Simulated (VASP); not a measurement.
Write the native input for VASP 6.6.1 that does the following.

- Task: single point
- Functional: PBEsol
- Potentials or basis: VASP PAW PBE potentials, release 64 (Cd, F)
- Cutoff: 520 eV
- k mesh: 8 × 8 × 8
- Occupations: gaussian, width 0.05 eV
- Spin: no spin polarisation
- Dipole correction: no
- Further INCAR settings: ALGO = Normal; EDIFF = 1e-06; NBANDS = 20

The structure of CdF2 lies in POSCAR:

```
CdF2
1.0
    0.0000000000      2.8013261972      2.5856240800
    2.8013261972      0.0000000000      2.5856240800
    2.8013261972      2.8013261972      0.0000000000
Cd F
1 2
Direct
    0.0000000000      0.0000000000      0.0000000000
    0.2500000000      0.2500000000      0.2500000000
    0.7500000000      0.7500000000      0.7500000000
```

This cell differs from its parent crystal: volume 13.527 Å^3 an atom, c/a of the conventional cell 0.9230.

One way to write it, as run:

INCAR

```
PREC     = Accurate       # precision mode
ENCUT    = 520            # plane-wave cutoff, eV
EDIFF    = 1E-6           # SCF threshold, eV
ISMEAR   = 0              # smearing method
SIGMA    = 0.05           # smearing width, eV
LREAL    = F              # projectors in reciprocal space
LASPH    = T              # aspherical terms in the spheres
NELM     = 100            # most SCF steps
ALGO     = Normal         # electronic algorithm
ISIF     = 2              # what is computed and relaxed
LWAVE    = F              # write WAVECAR
LCHARG   = T              # write CHGCAR
GGA      = PS             # functional
LELF     = T              # ELF
LVHAR    = T            
NBANDS   = 20             # bands
```

KPOINTS

```
regular mesh
0
Gamma
  8 8 8
```

Potentials or basis: VASP PAW PBE potentials, release 64 (Cd, F).

Run with:

```sh
$ cat potpaw_PBE.64/Cd/POTCAR potpaw_PBE.64/F/POTCAR > POTCAR
$ mpirun -np 1 vasp_std > vasp.out
```

It gave:

```
Pressure               : -3.3 GPa
Band gap on the k mesh : 2.56 eV, indirect (least direct gap 3.14 eV)
```

Caveat: the PAW data sets were made with another functional, which shifts forces and pressure a little.

Wall time 38 s on 1 thread of Intel(R) Xeon(R) Platinum 8259CL CPU @ 2.50GHz (Skylake/Cascade Lake), on a shared host, peak memory 0.18 GiB.
